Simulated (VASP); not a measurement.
The system is SiC.

```
CELL_PARAMETERS angstrom
3.07536 0.00000 0.00000
-1.53768 2.66334 0.00000
0.00000 0.00000 5.04811
ATOMIC_POSITIONS crystal
Si 0.33333 0.66667 0.49959
Si 0.66667 0.33333 0.99959
C 0.33333 0.66667 0.87541
C 0.66667 0.33333 0.37541
```

Base run:

| Quantity | Value |
| --- | --- |
| Program | VASP 6.6.1 |
| Functional | PBE |
| Potentials or basis | VASP PAW PBE potentials, release 64 (Si, C) |
| Cutoff | 520 eV |
| k mesh | 6 × 6 × 4 |
| Occupations | gaussian, width 0.01 eV |
| Spin | no spin polarisation |

Its results: band gap on the k mesh 2.27 eV, indirect (least direct gap 3.97 eV); pressure 3.5 GPa; largest force 0.004 eV/Å.

**Question.** The run is repeated on the same cell with these changes: functional from PBE to r2SCAN. What comes out?

**Answer.** Band gap on the k mesh 2.66 eV, indirect (least direct gap 4.48 eV); pressure -0.2 GPa; largest force 0.006 eV/Å.

r2SCAN gives the wider gap, since meta-GGAs in the generalised Kohn-Sham scheme recover part of the derivative discontinuity.

Caveats: the PAW data sets were made with another functional, which shifts forces and pressure a little (some runs).

A k mesh can miss the band edges.
